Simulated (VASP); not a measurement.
A run of VASP 6.6.1 is set up as follows.

File POSCAR:

```
PbS
1.0
    0.0000000000      2.9657500000      2.9657500000
    2.9657500000      0.0000000000      2.9657500000
    2.9657500000      2.9657500000      0.0000000000
Pb S
1 1
Direct
    0.0000000000      0.0000000000      0.0000000000
    0.5000000000      0.5000000000      0.5000000000
```

The input INCAR.step1:

```
SYSTEM = PbS
ALGO = Normal
EDIFF = 1E-5
ENCUT = 520
GGA = PE
GGA_COMPAT = .FALSE.
ISIF = 2
ISMEAR = -1
LASPH = .TRUE.
LCHARG = .FALSE.
LORBIT = 11
LORBMOM = .TRUE.
LREAL = .FALSE.
LSORBIT = .TRUE.
LWAVE = .TRUE.
MAGMOM = 0 0 0 0 0 0
NBANDS = 32
NELM = 150
PREC = Accurate
SIGMA = 0.05
```

File INCAR.step2:

```
SYSTEM = PbS
ALGO = Normal
EDIFF = 1E-6
ENCUT = 520
GGA = PE
GGA_COMPAT = .FALSE.
HFSCREEN = 0.2079
ISIF = 2
ISMEAR = -1
ISTART = 1
LASPH = .TRUE.
LCHARG = .FALSE.
LHFCALC = .TRUE.
LORBIT = 11
LORBMOM = .TRUE.
LREAL = .FALSE.
LSORBIT = .TRUE.
LWAVE = .FALSE.
MAGMOM = 0 0 0 0 0 0
NBANDS = 32
NELM = 150
PREC = Accurate
PRECFOCK = Normal
SIGMA = 0.05
```

The input KPOINTS:

```
k-points
0
G
  4 4 4
  0 0 0
```

Potentials or basis: VASP PAW PBE potentials, release 64 (Pb_d, S).

Command:

```bash
$ cat potpaw_PBE.64/Pb_d/POTCAR potpaw_PBE.64/S/POTCAR > POTCAR
$ cp INCAR.step1 INCAR
$ mpirun -np 1 vasp_ncl > vasp.out
$ cp INCAR.step2 INCAR
$ mpirun -np 1 vasp_ncl > vasp.out
```

Predict the pressure.

0.9 GPa.

What does it give for the net moment?

0.00 μB per cell.

Moments on the atoms (μB; x, y, z):
```
Pb  0.00 0.00 0.00
S   0.00 0.00 0.00
```

Caveat: the k points lie up to 0.46 Å⁻¹ apart; the PAW data sets were made with another functional, which shifts forces and pressure a little.
